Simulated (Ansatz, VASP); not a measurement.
# WC: VASP beside Ansatz

```
W C
1.0
     0.00000    2.13787    2.19268
     2.13787    0.00000    2.19268
     2.13787    2.13787    0.00000
W C
1 1
Cartesian
  0.0000 0.0000 0.0000
  2.1379 2.1379 2.1927
```

Change from the starting cell: strain -0.025 along x and y, +0.000 along z, atoms carried along.

Alike in both runs: task single point; functional PBEsol; k mesh 18 × 18 × 18; occupations gaussian, width 0.15 eV; no spin polarisation.

|  | VASP | Ansatz |
| --- | --- | --- |
| version | VASP 6.6.1 | Ansatz 0.2.0 |
| potentials or method | VASP PAW PBE potentials, release 64 (W_sv, C), cutoff 520 eV | scalar-relativistic, plane waves, PAW |
| valence electrons in the cell | 18 | 18 |

|  | VASP | Ansatz | Ansatz less VASP |
| --- | --- | --- | --- |
| gap on the k mesh at the Fermi level (eV) | none | none | - |
| pressure (GPa) | 11.3 | 10.0 | -1.26 |
| traceless stress, the component that is largest in VASP (GPa) | -11.91 | -11.83 | +0.077 |

VASP's potentials were made for PBE, not for PBEsol. A gap of «none» marks a metal or a gap that the smearing closes.

Neither program's run includes spin-orbit coupling.
